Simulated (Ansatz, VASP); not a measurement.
## One calculation of LiH, two programs

```
Li H
1.0
     0.00000    1.95120    1.95120
     1.95120    0.00000    1.95120
     1.95120    1.95120    0.00000
Li H
1 1
Direct
  0.00000 0.00000 0.00000
  0.50000 0.50000 0.50000
```

Change from the starting cell: strain -0.040 along x and y, -0.040 along z, atoms carried along.

Alike in both runs: task single point; functional LDA; k mesh 10 × 10 × 10; occupations gaussian, width 0.05 eV; no spin polarisation.

|  | VASP | Ansatz |
| --- | --- | --- |
| version | VASP 6.6.1 | Ansatz 0.2.0 |
| potentials or method | VASP PAW LDA potentials, release 64 (Li_sv, H), cutoff 520 eV | scalar-relativistic, plane waves, PAW |
| valence electrons in the cell | 4 | 4 |

|  | VASP | Ansatz | Ansatz less VASP |
| --- | --- | --- | --- |
| gap on the k mesh at the Fermi level (eV) | 2.52 | 2.53 | +0.010 |
| least direct gap on the mesh (eV) | 2.52 | 2.53 | +0.010 |

LDA's correlation is that of Perdew and Zunger in VASP and of Perdew and Wang (1992) in Ansatz.

Noted on VASP's run: the cutoff is short for stress, so the pressure is rough.
